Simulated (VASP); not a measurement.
# O2 in VASP: further runs

The runs below take O2 through single point, relaxation of the atoms, with r2SCAN.

Everything below comes from runs of VASP 6.6.1. Logs are shortened: lines on timing, memory, paths and dates and some standing lists are left out, and cuts for length are marked.

**1. The cell of the first run**

The cell holds a molecule in a box, 2 atoms: a = 9.000 Å, b = 9.500 Å, c = 10.000 Å, α = 90.00°, β = 90.00°, γ = 90.00°.

**2. Single point, r2SCAN, collinear spin, ferromagnetic start**

Input file POSCAR:

```
O
1.0
    9.0000000000      0.0000000000      0.0000000000
    0.0000000000      9.5000000000      0.0000000000
    0.0000000000      0.0000000000     10.0000000000
O
2
Direct
    0.5000000000      0.5000000000      0.4397335887
    0.5000000000      0.5000000000      0.5602664113
```

Input file INCAR.step1:

```
ALGO     = Normal         # electronic algorithm
EDIFF    = 1E-4           # SCF threshold, eV
ENCUT    = 520            # plane-wave cutoff, eV
GGA      = PE             # functional
ISMEAR   = 1              # smearing method
ISPIN    = 2              # spin polarisation
LASPH    = T              # aspherical terms in the spheres
LCHARG   = F              # write CHGCAR
LREAL    = F              # projectors in reciprocal space
LWAVE    = T              # write WAVECAR
MAGMOM   = 1 1            # initial moments
NBANDS   = 17             # bands
NELM     = 150            # most SCF steps
PREC     = Accurate       # precision mode
SIGMA    = 0.05           # smearing width, eV
```

Input file INCAR.step2:

```
ALGO     = Normal         # electronic algorithm
EDIFF    = 1E-6           # SCF threshold, eV
ENCUT    = 520            # plane-wave cutoff, eV
ISIF     = 2              # what is computed and relaxed
ISMEAR   = 1              # smearing method
ISPIN    = 2              # spin polarisation
ISTART   = 1            
LASPH    = T              # aspherical terms in the spheres
LCHARG   = T              # write CHGCAR
LELF     = T              # ELF
LMIXTAU  = T            
LORBIT   = 11             # projections on sites
LREAL    = F              # projectors in reciprocal space
LVHAR    = T            
LWAVE    = F              # write WAVECAR
MAGMOM   = 1 1            # initial moments
METAGGA  = R2SCAN         # meta-GGA
NBANDS   = 17             # bands
NELM     = 150            # most SCF steps
PREC     = Accurate       # precision mode
SIGMA    = 0.05           # smearing width, eV
```

Input file KPOINTS:

```
k-points
0
Gamma
  1 1 1
```

Potentials or basis: VASP PAW PBE potentials, release 64 (O).

The run is started by

```console
cat potpaw_PBE.64/O/POTCAR > POTCAR
cp INCAR.step1 INCAR
mpirun -np 1 vasp_gam > vasp.out
cp INCAR.step2 INCAR
mpirun -np 1 vasp_gam > vasp.out
```

OUTCAR:

```text
EDIFF = 1E-6
   ENCUT = 520
   ISIF = 2
   ISMEAR = 1
   ISPIN = 2
   ISTART = 1
   LASPH = T
   LORBIT = 11
   LREAL = F
   METAGGA = R2SCAN
   NELM = 150
   PREC = Accurate

 ion  position               nearest neighbor table
   1  0.500  0.500  0.440-   2 1.21
   2  0.500  0.500  0.560-   1 1.21

  LATTYP: Found a simple orthorhombic cell.
 ALAT       =     9.0000000000
 B/A-ratio  =     1.0555555556
 C/A-ratio  =     1.1111111111

  Lattice vectors:

 A1 = (   9.0000000000,   0.0000000000,   0.0000000000)
 A2 = (   0.0000000000,   9.5000000000,   0.0000000000)
 A3 = (   0.0000000000,   0.0000000000,  10.0000000000)

Analysis of symmetry for initial positions (statically):
=====================================================================
 Subroutine PRICEL returns:
 Original cell was already a primitive cell.

 Routine SETGRP: Setting up the symmetry group for a
 simple orthorhombic supercell.

 Subroutine GETGRP returns: Found  8 space group operations
 (whereof  8 operations were pure point group operations)
 out of a pool of  8 trial point group operations.

The static configuration has the point symmetry D_2h.

Analysis of symmetry for dynamics (positions and initial velocities):
=====================================================================
 Subroutine PRICEL returns:
 Original cell was already a primitive cell.

 Routine SETGRP: Setting up the symmetry group for a
 simple orthorhombic supercell.

 Subroutine GETGRP returns: Found  8 space group operations
 (whereof  8 operations were pure point group operations)
 out of a pool of  8 trial point group operations.

The dynamic configuration has the point symmetry D_2h.

Analysis of structural, dynamic, and magnetic symmetry:
=====================================================================
 Subroutine PRICEL returns:
 Original cell was already a primitive cell.

 Routine SETGRP: Setting up the symmetry group for a
 simple orthorhombic supercell.

 Subroutine GETGRP returns: Found  8 space group operations
 (whereof  8 operations were pure point group operations)
 out of a pool of  8 trial point group operations.

The overall configuration has the point symmetry D_2h.

 Subroutine INISYM returns: Found  8 space group operations
 (whereof  8 operations are pure point group operations),
[... 89 lines left out ...]
   IALGO  =     38    algorithm
   IMIX   =      4    mixing-type and parameters
     AMIX     =   0.40;   BMIX     =  1.00
     AMIX_MAG =   1.60;   BMIX_MAG =  1.00
  volume/ion in A,a.u.               =     427.50      2884.91
  Fermi-wavevector in a.u.,A,eV,Ry     =   0.394893  0.746240  2.121703  0.155941
  Thomas-Fermi vector in A             =   1.339966
   LORBIT       =     11    0 simple, 1 ext, 2 COOP (PROOUT), +10 PAW based schemes
   METAGGA = R2SCAN    functional components
   LHFCALC =     F    Hartree Fock is set to
   AEXX    =    0.0000 exact exchange contribution
   IVDW    =     0    specifies the selected vdW correction
   LEPSILON=     F    determine dielectric tensor
   LRPA    =     F    only Hartree local field effects (RPA)
 spin polarized calculation
 Methfessel and Paxton  Order N= 1 SIGMA  =   0.05
  energy-cutoff  :      520.00
  volume of cell :      855.00
 maximum number of plane-waves:     11510
 NGX is ok and might be reduce to    70
   NGX = 33   NGY = 35   NGZ = 37

 number of electron      12.0000002 magnetization       1.9990755

 Free energy of the ion-electron system (eV)
  ---------------------------------------------------
  ext. energy  EPLUGINS =         0.00000000
  ---------------------------------------------------
  free energy    TOTEN  =       -11.84562143 eV

  energy without entropy =      -11.84870805  energy(sigma->0) =      -11.84665030

 E-fermi :  -7.2499     XC(G=0):  -0.4787

 val. band max:       -7.2862611232   @ k =   0.0000   0.0000   0.0000
 cond. band min:      -3.8963437088   @ k =   0.0000   0.0000   0.0000
 fundamental gap:      3.3899174143
 Fermi energy:        -7.2499085439

 spin component 1

 k-point     1 :       0.0000    0.0000    0.0000
  band No.  band energies     occupation
      1     -34.5520      1.00000
      2     -21.7417      1.00000
      3     -14.2093      1.00000
      4     -14.1921      1.00000
      5     -13.9072      1.00000
      6      -7.3209      1.03104
[... 9 lines left out ...]
     16       3.1120      0.00000
     17       3.1162      0.00000
 Fermi energy:        -7.2499085439

 spin component 2

 k-point     1 :       0.0000    0.0000    0.0000
  band No.  band energies     occupation
      1     -33.1797      1.00000
      2     -19.3098      1.00000
      3     -12.8004      1.00000
      4     -11.7402      1.00000
      5     -11.6632      1.00000
      6      -3.8963      0.00000
[... 9 lines left out ...]
     16       3.1948      0.00000
     17       3.2362      0.00000

------------------------ aborting loop because EDIFF is reached ----------------------------------------

  FORCE on cell =-STRESS in cart. coord.  units (eV):
  Direction    XX          YY          ZZ          XY          YZ          ZX
  --------------------------------------------------------------------------------------
  -------------------------------------------------------------------------------------
  Total       -0.0282997     -0.0301787      1.6804268     -0.0000000      0.0000000      0.0000000
  in kB       -0.0530306     -0.0565516      3.1489377     -0.0000000      0.0000000      0.0000000
  external PRESSURE =       1.0131185 kB  Pullay stress =       0.0000000 kB

 VOLUME and BASIS-vectors are now :
 -----------------------------------------------------------------------------
  energy-cutoff  :      520.00
  volume of cell :      855.00
      direct lattice vectors                 reciprocal lattice vectors
     9.000000000  0.000000000  0.000000000     0.111111111  0.000000000  0.000000000
     0.000000000  9.500000000  0.000000000     0.000000000  0.105263158  0.000000000
     0.000000000  0.000000000 10.000000000     0.000000000  0.000000000  0.100000000

 POSITION                                       TOTAL-FORCE (eV/Angst)
 -----------------------------------------------------------------------------------
      4.50000      4.75000      4.39734         0.000000      0.000000     -1.445512
      4.50000      4.75000      5.60266         0.000000      0.000000      1.445512
 -----------------------------------------------------------------------------------
    total drift:                                0.000000      0.000000      0.000000

  FREE ENERGIE OF THE ION-ELECTRON SYSTEM (eV)
  ---------------------------------------------------
  free  energy   TOTEN  =       -11.8456214277 eV

  energy  without entropy=      -11.8487080529  energy(sigma->0) =      -11.84665030

 total charge

# of ion       s       p       d       tot
------------------------------------------
    1        1.615   3.330   0.000   4.945
    2        1.615   3.330   0.000   4.945
--------------------------------------------------
tot          3.230   6.659   0.000   9.889

 magnetization (x)

# of ion       s       p       d       tot
------------------------------------------
    1        0.015   0.816   0.000   0.831
    2        0.015   0.816   0.000   0.831
--------------------------------------------------
tot          0.029   1.632   0.000   1.661
```

OSZICAR.step1:

```text
N       E                     dE             d eps       ncg     rms          rms(c)
DAV:   1     0.129431820187E+03    0.12943E+03   -0.32814E+03    84   0.419E+02
DAV:   2     0.226915664250E+02   -0.10674E+03   -0.94883E+02   110   0.857E+01
DAV:   3    -0.899806380133E+01   -0.31690E+02   -0.31552E+02    86   0.651E+01
DAV:   4    -0.979486224383E+01   -0.79680E+00   -0.79773E+00   102   0.117E+01
DAV:   5    -0.980615685733E+01   -0.11295E-01   -0.11287E-01    88   0.122E+00    0.655E+00
DAV:   6    -0.970455167292E+01    0.10161E+00   -0.11691E+00    86   0.664E+00    0.304E+00
DAV:   7    -0.985109829040E+01   -0.14655E+00   -0.20856E-01    72   0.297E+00    0.148E+00
DAV:   8    -0.984627764848E+01    0.48206E-02   -0.69386E-02    69   0.150E+00    0.449E-01
DAV:   9    -0.984986566945E+01   -0.35880E-02   -0.50200E-03    70   0.458E-01    0.223E-01
DAV:  10    -0.985038331857E+01   -0.51765E-03   -0.73347E-04    77   0.185E-01    0.139E-01
DAV:  11    -0.985048579948E+01   -0.10248E-03   -0.67308E-05    68   0.579E-02    0.122E-01
DAV:  12    -0.985056024368E+01   -0.74444E-04   -0.15421E-04    68   0.719E-02
   1 F= -.98505602E+01 E0= -.98515969E+01  d E =0.311009E-02  mag=     2.0000
```

It took 6.4 min on 1 thread of Intel Xeon 6975P-C (Granite Rapids), shared host; peak memory 1.4 GiB.

What came out:

```yaml
Free_energy: -11.8456 eV
Largest_force: 1.446 eV/Å
Gap_between_the_frontier_levels: 3.39 eV
Net_moment: 2.00 μB per cell
Site_moments: O +0.83 μB
Valence_electrons_inside_the_program's_atomic_spheres: O 4.95
```

Forces in eV/Å, atoms in the order of the input:
```
O    0.000  0.000 -1.446
O    0.000  0.000  1.446
```

Levels at points of the mesh, in eV from the valence-band top:
Spin up:
| k point | band 4 | band 5 | band 6 | band 7 | band 8 | band 9 | band 10 | band 11 |
| --- | --- | --- | --- | --- | --- | --- | --- | --- |
| (0.00, 0.00, 0.00) | -6.91 | -6.62 | -0.03 | 0.00 | 7.28 | 8.64 | 8.77 | 8.89 |
Spin down:
```tsv
k point	band 1	band 2	band 3	band 4	band 5	band 6	band 7	band 8	band 9	band 10
(0.00, 0.00, 0.00)	-25.89	-12.02	-5.51	-4.45	-4.38	3.39	3.48	7.35	8.79	8.82
```

Caveat: the standard files for N, O and F lose accuracy on very short bonds; the PAW data sets were made with another functional, which shifts forces and pressure a little.

**3. Relaxation of the atoms, r2SCAN, collinear spin, ferromagnetic start**

Input file POSCAR:

```
O
1.0
    9.0000000000      0.0000000000      0.0000000000
    0.0000000000      9.5000000000      0.0000000000
    0.0000000000      0.0000000000     10.0000000000
O
2
Direct
    0.5000000000      0.5000000000      0.4385000000
    0.5000000000      0.5000000000      0.5615000000
```

Input file INCAR.step1:

```
SYSTEM = O
PREC = Accurate
ENCUT = 520
ISMEAR = 1
SIGMA = 0.05
LREAL = .FALSE.
LASPH = .TRUE.
NELM = 150
ISPIN = 2
MAGMOM = 1 1
GGA = PE
ALGO = Normal
EDIFF = 1E-4
LWAVE = .TRUE.
LCHARG = .FALSE.
```

Input file INCAR.step2:

```
SYSTEM = O
PREC = Accurate
ENCUT = 520
EDIFF = 1E-6
ISMEAR = 1
SIGMA = 0.05
LREAL = .FALSE.
LASPH = .TRUE.
NELM = 150
ALGO = Normal
ISIF = 2
LWAVE = .FALSE.
LCHARG = .FALSE.
ISPIN = 2
MAGMOM = 1 1
LORBIT = 11
METAGGA = R2SCAN
LMIXTAU = .TRUE.
IBRION = 2
NSW = 60
EDIFFG = -0.01
ISTART = 1
```

Input file KPOINTS:

```
regular mesh
0
G
  1 1 1
  0 0 0
```

Potentials or basis: VASP PAW PBE potentials, release 64 (O).

The run is started by

```console
cat potpaw_PBE.64/O/POTCAR > POTCAR
cp INCAR.step1 INCAR
mpirun -np 1 vasp_gam > vasp.out
cp INCAR.step2 INCAR
mpirun -np 1 vasp_gam > vasp.out
```

OUTCAR:

```text
SYSTEM = O
   PREC = Accurate
   ENCUT = 520
   EDIFF = 1E-6
   ISMEAR = 1
   LREAL = .FALSE.
   LASPH = .TRUE.
   NELM = 150
   ISIF = 2
   ISPIN = 2
   LORBIT = 11
   METAGGA = R2SCAN
   IBRION = 2
   NSW = 60
   EDIFFG = -0.01
   ISTART = 1

 ion  position               nearest neighbor table
   1  0.500  0.500  0.438-   2 1.23
   2  0.500  0.500  0.562-   1 1.23

  LATTYP: Found a simple orthorhombic cell.
 ALAT       =     9.0000000000
 B/A-ratio  =     1.0555555556
 C/A-ratio  =     1.1111111111

  Lattice vectors:

 A1 = (   9.0000000000,   0.0000000000,   0.0000000000)
 A2 = (   0.0000000000,   9.5000000000,   0.0000000000)
 A3 = (   0.0000000000,   0.0000000000,  10.0000000000)

Analysis of symmetry for initial positions (statically):
=====================================================================
 Subroutine PRICEL returns:
 Original cell was already a primitive cell.
[... 290 lines left out ...]
  band No.  band energies     occupation
      1     -34.1663      1.00000
      2     -21.8781      1.00000
      3     -14.0421      1.00000
      4     -14.0245      1.00000
      5     -13.8429      1.00000
      6      -7.4533      1.03112
      7      -7.4188      0.96888
      8       0.0522      0.00000
      9       1.3750      0.00000
     10       1.5397      0.00000
     11       1.6575      0.00000
 Fermi energy:        -7.3824614187

 spin component 2

 k-point     1 :       0.0000    0.0000    0.0000
  band No.  band energies     occupation
      1     -32.7786      1.00000
      2     -19.4459      1.00000
      3     -12.7560      1.00000
      4     -11.5685      1.00000
      5     -11.4915      1.00000
      6      -4.0372      0.00000
      7      -3.9486      0.00000
      8       0.1105      0.00000
      9       1.5442      0.00000
     10       1.5793      0.00000
     11       1.7268      0.00000
[... 27 lines left out ...]
  FREE ENERGIE OF THE ION-ELECTRON SYSTEM (eV)
  ---------------------------------------------------
  free  energy   TOTEN  =       -11.8581738174 eV

  energy  without entropy=      -11.8612632681  energy(sigma->0) =      -11.85920363

 reached required accuracy - stopping structural energy minimisation

 total charge

# of ion       s       p       d       tot
------------------------------------------
    1        1.614   3.303   0.000   4.917
    2        1.614   3.303   0.000   4.917
--------------------------------------------------
tot          3.228   6.606   0.000   9.834

 magnetization (x)

# of ion       s       p       d       tot
------------------------------------------
    1        0.015   0.819   0.000   0.834
    2        0.015   0.819   0.000   0.834
--------------------------------------------------
tot          0.030   1.638   0.000   1.668
```

OUTCAR.step1:

```text
SYSTEM = O
   PREC = Accurate
   ENCUT = 520
   ISMEAR = 1
   LREAL = .FALSE.
[... 247 lines left out ...]
      4.50000      4.75000      4.38500         0.000000      0.000000     -0.226727
      4.50000      4.75000      5.61500         0.000000      0.000000      0.226727
 -----------------------------------------------------------------------------------
    total drift:                                0.000000      0.000000     -0.000000

  FREE ENERGIE OF THE ION-ELECTRON SYSTEM (eV)
  ---------------------------------------------------
  free  energy   TOTEN  =        -9.8805199507 eV

  energy  without entropy=       -9.8834442851  energy(sigma->0) =       -9.88149473
```

OSZICAR.step1:

```text
N       E                     dE             d eps       ncg     rms          rms(c)
DAV:   1     0.141951070933E+03    0.14195E+03   -0.28538E+03    52   0.593E+02
DAV:   2     0.400670497488E+02   -0.10188E+03   -0.94186E+02    74   0.104E+02
DAV:   3    -0.771118779814E+01   -0.47778E+02   -0.46252E+02    58   0.102E+02
DAV:   4    -0.979926861110E+01   -0.20881E+01   -0.20886E+01    56   0.277E+01
DAV:   5    -0.981731781447E+01   -0.18049E-01   -0.18030E-01    66   0.258E+00    0.645E+00
DAV:   6    -0.974047408133E+01    0.76844E-01   -0.11645E+00    50   0.101E+01    0.300E+00
DAV:   7    -0.988095604283E+01   -0.14048E+00   -0.19720E-01    47   0.447E+00    0.147E+00
DAV:   8    -0.987636264540E+01    0.45934E-02   -0.70630E-02    50   0.230E+00    0.437E-01
DAV:   9    -0.987993286526E+01   -0.35702E-02   -0.53201E-03    44   0.710E-01    0.201E-01
DAV:  10    -0.988040001937E+01   -0.46715E-03   -0.73128E-04    44   0.272E-01    0.568E-02
DAV:  11    -0.988054389823E+01   -0.14388E-03   -0.58596E-05    44   0.730E-02    0.598E-02
DAV:  12    -0.988051995070E+01    0.23948E-04   -0.41962E-06    53   0.271E-02
   1 F= -.98805200E+01 E0= -.98814947E+01  d E =0.292433E-02  mag=     2.0000
```

It took 12 min on 1 thread of Intel Xeon 6975P-C (Granite Rapids), shared host; peak memory 1.4 GiB.

Results:

| Quantity | Value |
| --- | --- |
| Free energy | -11.8582 eV |
| Energy gained by relaxing | 1.5 meV/atom |
| Ionic steps | 4 |
| Gap between the frontier levels | 3.38 eV |
| Net moment | 2.00 μB per cell |
| Site moments | O +0.83 μB |
| Valence electrons inside the program's atomic spheres | O 4.92 |

Step by step:
```csv
step,energy change (eV),largest force (eV/Å),pressure (GPa)
1,0.0000,0.5951,-0.03
2,0.1091,4.7737,0.34
3,-0.0030,0.0214,-0.01
4,-0.0030,0.0001,-0.02
```

Final structure:
```
O
1.0
     9.00000    0.00000    0.00000
     0.00000    9.50000    0.00000
     0.00000    0.00000   10.00000
O
2
Direct
  0.50000 0.50000 0.43888
  0.50000 0.50000 0.56112
```

Levels at points of the mesh, in eV from the valence-band top:
Spin up:
| k point | band 3 | band 4 | band 5 | band 6 | band 7 | band 8 | band 9 | band 10 | band 11 |
| --- | --- | --- | --- | --- | --- | --- | --- | --- | --- |
| (0.00, 0.00, 0.00) | -6.62 | -6.61 | -6.42 | -0.03 | 0.00 | 7.47 | 8.79 | 8.96 | 9.08 |
Spin down:
| k point | band 1 | band 2 | band 3 | band 4 | band 5 | band 6 | band 7 | band 8 | band 9 | band 10 |
| --- | --- | --- | --- | --- | --- | --- | --- | --- | --- | --- |
| (0.00, 0.00, 0.00) | -25.36 | -12.03 | -5.34 | -4.15 | -4.07 | 3.38 | 3.47 | 7.53 | 8.96 | 9.00 |

Caveat: the standard files for N, O and F lose accuracy on very short bonds; the PAW data sets were made with another functional, which shifts forces and pressure a little.
